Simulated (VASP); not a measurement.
# Al16CN14 (a cell with a defect) in VASP: notebook, part 2 of 2

VASP 6.6.1. Earlier steps stand in the parts before.

## Step 3: Electric field gradients, PBE, collinear spin

INCAR

```
ALGO = Normal
EDIFF = 1E-8
ENCUT = 520
GGA = PE
GGA_COMPAT = F
ISIF = 2
ISMEAR = 0
ISPIN = 2
ISYM = -1
LASPH = T
LCHARG = F
LEFG = T
LORBIT = 11
LREAL = Auto
LWAVE = F
MAGMOM = 0.02 0 0 0 0.02 0 0 0 0 0 0 0 0.01 0 0 0 0.02 0.02 0.02 0 0.02 0.01 0 0 0.06 0 0 0.02 0.02 0.01 0.07
NBANDS = 86
NELECT = 121.0
NELM = 200
NUPDOWN = 1.0
PREC = Accurate
SIGMA = 0.01
```

KPOINTS

```
explicit points
1
Reciprocal
  0.25000000   0.25000000   0.25000000 1
```

POSCAR

```
Al16CN14
1.0
    6.2595139128      0.0000000578      0.0000000000
   -3.1297570064      5.4208980350      0.0000000000
    0.0000000000      0.0000000000     10.0348065929
Al N C
16 14 1
Direct
    0.3394392768      0.1825269628      0.2579578918
    0.1663457371      0.3320737030      0.5011937716
    0.3390259468      0.1739941728      0.7479734173
    0.1624153174      0.3317189546      1.0005032276
    0.3385191018      0.6578498649      0.2595282925
    0.1731928895      0.8365566206      0.5047938170
    0.3385510989      0.6635258535      0.7474247880
    0.1653547020      0.8326191124      0.9587409945
    0.8274330578      0.1648644765      0.2542849891
    0.6757189298      0.3366920595      0.5016209536
    0.8352303766      0.1668804257      0.7507460271
    0.6648578398      0.3299605847      0.9983695137
    0.7980126211      0.6482757268      0.2550300181
    0.6750201303      0.8392997894      0.5015860651
    0.8299663622      0.6640680790      0.7438014707
    0.6654494674      0.8351823532      0.9978871564
    0.3384471008      0.1698951853      0.4418076271
    0.1620484528      0.3305120469      0.1911138429
    0.3315747292      0.1713828948      0.9411745450
    0.1688269681      0.3316704586      0.6901700463
    0.3373194022      0.6707021874      0.4435440149
    0.3322409351      0.6637566374      0.9402862554
    0.1733814357      0.8345813334      0.7002594599
    0.8348482437      0.1690861150      0.4407083741
    0.6582426834      0.3254348361      0.1866762496
    0.8319861086      0.1676396599      0.9405949274
    0.6695780439      0.3301221971      0.6924665803
    0.6601293092      0.8331245430      0.1866734677
    0.8264745054      0.6641152676      0.9408369455
    0.6696729153      0.8345772258      0.6921789258
    0.8440296411      0.6739773372      0.4396840339
```

Potentials or basis: VASP PAW PBE potentials, release 64 (Al, N, C).

On the command line:

```bash
cat potpaw_PBE.64/Al/POTCAR potpaw_PBE.64/N/POTCAR potpaw_PBE.64/C/POTCAR > POTCAR
mpirun -np 1 vasp_std > vasp.out
```

OUTCAR:

```text
EDIFF = 1E-8
   ENCUT = 520
   GGA = PE
   ISIF = 2
   ISMEAR = 0
   ISPIN = 2
   ISYM = -1
   LASPH = T
   LORBIT = 11
   LREAL = Auto
   NELECT = 121.0
   NELM = 200
   NUPDOWN = 1.0
   PREC = Accurate

 ion  position               nearest neighbor table
   1  0.339  0.183  0.258-  17 1.85  25 1.87  18 1.89  13 2.89   5 2.98   2 3.00  10 3.05   6 3.11
                             9 3.11   4 3.13  12 3.15   9 3.15   5 3.28
   2  0.166  0.332  0.501-  20 1.90  24 1.90  17 1.91  21 1.92   5 3.00   1 3.00   7 3.06   3 3.06
                            14 3.08  11 3.08   9 3.08  10 3.09   6 3.12   6 3.14  10 3.17  14 3.18
   3  0.339  0.174  0.748-  20 1.87  27 1.88  23 1.90  19 1.94   8 2.81   6 3.05   2 3.06   7 3.07
                            15 3.07  12 3.07  10 3.07   4 3.12  11 3.13  11 3.13  15 3.19   7 3.19
   4  0.162  0.332  0.001-  19 1.88  26 1.89  22 1.90  18 1.91  11 3.07  12 3.11  16 3.11   7 3.11
                             3 3.12   9 3.13   1 3.13   5 3.14  16 3.15  12 3.15   8 3.15   8 3.16
   5  0.339  0.658  0.260-  21 1.85  28 1.89  18 1.90  13 2.91   1 2.98   2 3.00  14 3.04   6 3.09
                             9 3.12   9 3.14   4 3.14  16 3.17   1 3.28  13 3.35
   6  0.173  0.837  0.505-  21 1.89  31 1.90  17 1.91  23 1.96  15 3.04   7 3.05   3 3.05   5 3.09
                             1 3.11  10 3.12   2 3.12  14 3.13  14 3.13   2 3.14  10 3.14  13 3.23
   7  0.339  0.664  0.747-  30 1.88  23 1.88  20 1.89  22 1.94   8 2.82   6 3.05   2 3.06   3 3.07
                            14 3.07  15 3.07  16 3.08   4 3.11  11 3.13  11 3.13  15 3.19   3 3.19
   8  0.165  0.833  0.959-  22 1.83  19 1.84  29 1.85   3 2.81   7 2.82  15 2.82  12 3.15  16 3.15
                             4 3.15   4 3.16  16 3.16  12 3.16
   9  0.827  0.165  0.254-  24 1.87  25 1.91  18 1.92  28 1.92  10 3.04  14 3.05   2 3.08   1 3.11
                             5 3.12  13 3.12  12 3.12   4 3.13  16 3.13   5 3.14  13 3.15   1 3.15
  10  0.676  0.337  0.502-  24 1.87  27 1.92  17 1.92  31 1.93  13 3.00  15 3.01   9 3.04   1 3.05
                            11 3.07   3 3.07   2 3.09  14 3.11   6 3.12   6 3.14  14 3.15   2 3.17
  11  0.835  0.167  0.751-  27 1.88  30 1.89  26 1.91  20 1.91  16 3.06  14 3.07   4 3.07  10 3.07
                            12 3.07   2 3.08   3 3.13  15 3.13   7 3.13   7 3.13   3 3.13  15 3.13
  12  0.665  0.330  0.998-  26 1.88  25 1.89  19 1.90  29 1.90   3 3.07  11 3.07  16 3.10  13 3.10
                             4 3.11   9 3.12  15 3.13   8 3.15   1 3.15   4 3.15  16 3.16   8 3.16
  13  0.798  0.648  0.255-  31 1.87  25 1.88  28 1.88   1 2.89   5 2.91  10 3.00  14 3.01  12 3.10
                            16 3.11   9 3.12   9 3.15   6 3.23   5 3.35
  14  0.675  0.839  0.502-  24 1.89  30 1.91  31 1.92  21 1.92  13 3.01  15 3.02   5 3.04   9 3.05
                            11 3.07   7 3.07   2 3.08  10 3.11   6 3.13   6 3.13  10 3.15   2 3.18
  15  0.830  0.664  0.744-  30 1.87  27 1.88  23 1.91  29 1.98   8 2.82  10 3.01  14 3.02   6 3.04
                             3 3.07   7 3.07  11 3.13  12 3.13  11 3.13  16 3.13   7 3.19   3 3.19
  16  0.665  0.835  0.998-  29 1.89  26 1.89  28 1.89  22 1.90  11 3.06   7 3.08  12 3.10   4 3.11
                            13 3.11  15 3.13   9 3.13   8 3.15   4 3.15  12 3.16   8 3.16   5 3.17
  17  0.338  0.170  0.442-   1 1.85   2 1.91   6 1.91  10 1.92
  18  0.162  0.331  0.191-   1 1.89   5 1.90   4 1.91   9 1.92
  19  0.332  0.171  0.941-   8 1.84   4 1.88  12 1.90   3 1.94
  20  0.169  0.332  0.690-   3 1.87   7 1.89   2 1.90  11 1.91
  21  0.337  0.671  0.444-   5 1.85   6 1.89  14 1.92   2 1.92
  22  0.332  0.664  0.940-   8 1.83  16 1.90   4 1.90   7 1.94
  23  0.173  0.835  0.700-   7 1.88   3 1.90  15 1.91   6 1.96
  24  0.835  0.169  0.441-   9 1.87  10 1.87  14 1.89   2 1.90
  25  0.658  0.325  0.187-   1 1.87  13 1.88  12 1.89   9 1.91
  26  0.832  0.168  0.941-  12 1.88   4 1.89  16 1.89  11 1.91
  27  0.670  0.330  0.692-  11 1.88   3 1.88  15 1.88  10 1.92
  28  0.660  0.833  0.187-  13 1.88   5 1.89  16 1.89   9 1.92
  29  0.826  0.664  0.941-   8 1.85  16 1.89  12 1.90  15 1.98
  30  0.670  0.835  0.692-  15 1.87   7 1.88  11 1.89  14 1.91
  31  0.844  0.674  0.440-  13 1.87   6 1.90  14 1.92  10 1.93

[... 335 lines left out ...]
 VOLUME and BASIS-vectors are now :
 -----------------------------------------------------------------------------
  energy-cutoff  :      520.00
  volume of cell :      340.50
      direct lattice vectors                 reciprocal lattice vectors
     6.259513913  0.000000058  0.000000000     0.159756813  0.092235641  0.000000000
    -3.129757006  5.420898035  0.000000000    -0.000000002  0.184471279  0.000000000
     0.000000000  0.000000000 10.034806593     0.000000000  0.000000000  0.099653141

 POSITION                                       TOTAL-FORCE (eV/Angst)
 -----------------------------------------------------------------------------------
      1.55346      0.98946      2.58856         0.013243      0.015192     -0.007344
      0.00193      1.80014      5.02938         0.007169     -0.003097     -0.011528
      1.57758      0.94320      7.50577         0.005052     -0.010210     -0.009062
     -0.02156      1.79821      0.00505         0.001764      0.000759      0.002365
      0.06005      3.56614      2.60432         0.021364     -0.003044     -0.013603
     -1.53412      4.53489      5.06551         0.005925      0.003732     -0.019831
[... 23 lines left out ...]
      1.57980      4.52416      6.94588        -0.004036      0.004107      0.006248
      3.17383      3.65356      4.41214        -0.022032     -0.015987      0.002926
 -----------------------------------------------------------------------------------
    total drift:                                0.007104      0.003703     -0.018022

  FREE ENERGIE OF THE ION-ELECTRON SYSTEM (eV)
  ---------------------------------------------------
  free  energy   TOTEN  =      -232.3185503776 eV

  energy  without entropy=     -232.3185503776  energy(sigma->0) =     -232.31855038

 Electric field gradients (V/A^2)
---------------------------------------------------------------------
 ion       V_xx      V_yy      V_zz      V_xy      V_xz      V_yz
---------------------------------------------------------------------
   1     -22.879    46.300   -23.421    -4.183     0.755    30.058
   2      -4.556     7.058    -2.502     3.353    -4.823    -0.170
   3     -14.490     0.332    14.158     6.522     2.754     2.667
   4      -7.424     3.113     4.311     4.025    -3.276     0.758
   5      28.405     1.339   -29.744   -21.568    26.076   -13.872
   6     -19.103     3.985    15.118    -3.428   -10.192    -3.268
[... 23 lines left out ...]
  30      -3.076    11.110    -8.034     9.596     1.170    -1.270
  31      -5.478    -3.727     9.206    10.302   -10.740    -5.207
---------------------------------------------------------------------

 Electric field gradients after diagonalization (V/A^2)
 (convention: |V_zz| > |V_xx| > |V_yy|)
----------------------------------------------------------------------
 ion       V_xx      V_yy      V_zz     asymmetry (V_yy - V_xx)/ V_zz
----------------------------------------------------------------------
   1     -34.982   -22.653    57.635       0.214
   2       8.175     0.690    -8.865       0.844
   3      15.209     1.829   -17.038       0.785
   4       5.250     4.341    -9.592       0.095
   5     -40.536   -10.584    51.120       0.586
   6      18.285     4.281   -22.567       0.621
[... 23 lines left out ...]
  30      -9.600    -6.365    15.966       0.203
  31     -15.931    -3.105    19.036       0.674
----------------------------------------------------------------------

           NMR quadrupolar parameters

 Cq : quadrupolar parameter    Cq=e*Q*V_zz/h
 eta: asymmetry parameters     (V_yy - V_xx)/ V_zz
 Q  : nuclear electric quadrupole moment in mb (millibarn)
----------------------------------------------------------------------
 ion       Cq(MHz)       eta       Q (mb)
----------------------------------------------------------------------
   1       0.139       0.214       1.000
   2      -0.021       0.844       1.000
   3      -0.041       0.785       1.000
   4      -0.023       0.095       1.000
   5       0.124       0.586       1.000
   6      -0.055       0.621       1.000
[... 23 lines left out ...]
  30       0.039       0.203       1.000
  31       0.046       0.674       1.000
----------------------------------------------------------------------

 total charge

# of ion       s       p       d       tot
------------------------------------------
    1        0.376   0.399   0.000   0.775
    2        0.370   0.422   0.000   0.792
    3        0.373   0.434   0.000   0.807
    4        0.370   0.426   0.000   0.796
    5        0.388   0.394   0.000   0.782
    6        0.381   0.432   0.000   0.813
[... 23 lines left out ...]
   30        1.231   2.619   0.000   3.851
   31        0.869   1.657   0.000   2.526
--------------------------------------------------
tot         24.163  44.974   0.000  69.137

 magnetization (x)

# of ion       s       p       d       tot
------------------------------------------
    1        0.007   0.025   0.000   0.032
    2        0.000   0.001   0.000   0.001
    3        0.000   0.001   0.000   0.002
    4       -0.000  -0.000   0.000  -0.000
    5        0.011   0.031   0.000   0.042
    6        0.003   0.001   0.000   0.004
[... 23 lines left out ...]
   30        0.001   0.005   0.000   0.006
   31        0.003   0.055   0.000   0.058
--------------------------------------------------
tot          0.037   0.302   0.000   0.338
```

Run time: 2.7 min. Hardware: 1 thread of AMD EPYC 7R13 (Zen 3), shared host; peak memory 0.55 GiB.

Results:

```yaml
Free_energy: -232.3186 eV
Largest_force: 0.027 eV/Å
Net_moment: 1.00 μB per cell
Site_moments: Al +0.03, +0.00, -0.00, +0.04, +0.01 (each value once); N +0.02, +0.01, +0.00, -0.00, +0.05 (each value once); C +0.06 μB
Largest_electric_field_gradient_by_atom: Al +57.6, -8.9, -17.0, -9.6, +51.1, -22.6, +14.8, +78.0, +13.6, -18.6, -10.8, -10.7, +70.1, -22.5, +22.4, -8.0; N +10.8, +22.2, +15.4, +14.8, -17.4, -9.8, -12.0, +16.8, -11.5, +15.6, +14.7, -22.7, +15.0, +16.0; C +19.0 V/Å²
Valence_electrons_inside_the_program's_atomic_spheres: Al 0.78, 0.79, 0.81, 0.80, 0.83 (each value once); N 3.83, 3.82, 3.85, 3.84, 3.86 (each value once); C 2.53
```

Forces on the atoms (eV/Å):
```
Al   0.013  0.015 -0.007
Al   0.007 -0.003 -0.012
Al   0.005 -0.010 -0.009
Al   0.002  0.001  0.002
Al   0.021 -0.003 -0.014
Al   0.006  0.004 -0.020
Al   0.001  0.002 -0.001
Al  -0.012 -0.003  0.005
Al  -0.004 -0.001 -0.009
Al   0.006  0.002 -0.005
Al   0.005 -0.005  0.006
Al  -0.007  0.006  0.006
Al  -0.005  0.002  0.020
Al   0.001  0.009 -0.003
Al   0.003  0.003 -0.004
Al  -0.005 -0.004 -0.001
N   -0.002 -0.006  0.018
N   -0.010 -0.001 -0.010
N    0.010  0.005  0.002
N   -0.002  0.004  0.009
N   -0.006  0.002  0.020
N    0.011 -0.001  0.008
N   -0.006  0.006  0.011
N   -0.004 -0.006  0.000
N    0.008 -0.002 -0.016
N    0.004 -0.002 -0.005
N   -0.007 -0.005  0.008
N   -0.001  0.008 -0.009
N   -0.006 -0.005 -0.001
N   -0.004  0.004  0.006
C   -0.022 -0.016  0.003
```

Electric field gradients, principal values (V/Å²):
```
 atom    least   middle  greatest (by size)
 1 Al  -22.653  -34.982              57.635
 2 Al    0.690    8.175              -8.865
 3 Al    1.829   15.209             -17.038
 4 Al    4.341    5.250              -9.592
 5 Al  -10.584  -40.536              51.120
 6 Al    4.281   18.285             -22.567
 7 Al   -1.167  -13.636              14.803
 8 Al  -28.746  -49.299              78.045
 9 Al   -0.473  -13.100              13.574
10 Al    4.036   14.590             -18.626
11 Al    3.129    7.675             -10.804
12 Al    0.632   10.089             -10.721
13 Al  -17.967  -52.155              70.122
14 Al    6.814   15.667             -22.481
15 Al   -0.159  -22.222              22.381
16 Al    2.604    5.392              -7.996
 17 N   -0.870   -9.899              10.769
 18 N   -1.162  -21.065              22.227
 19 N   -4.948  -10.500              15.448
 20 N   -6.934   -7.887              14.821
 21 N    5.094   12.350             -17.443
 22 N    0.104    9.655              -9.759
 23 N    0.859   11.190             -12.049
 24 N   -0.785  -16.041              16.827
 25 N    3.142    8.380             -11.523
 26 N   -6.235   -9.332              15.567
 27 N   -5.280   -9.377              14.657
 28 N    1.368   21.356             -22.724
 29 N   -1.740  -13.215              14.955
 30 N   -6.365   -9.600              15.966
 31 C   -3.105  -15.931              19.036
```

Caveat: the cell carries a net charge on a neutralising background, which shifts energy and pressure; without QUAD_EFG the Cq values of the log hold for a quadrupole moment of 1 mb, not for the nuclei; the total moment is fixed, so each spin has its own Fermi level and the state may be an excited one.
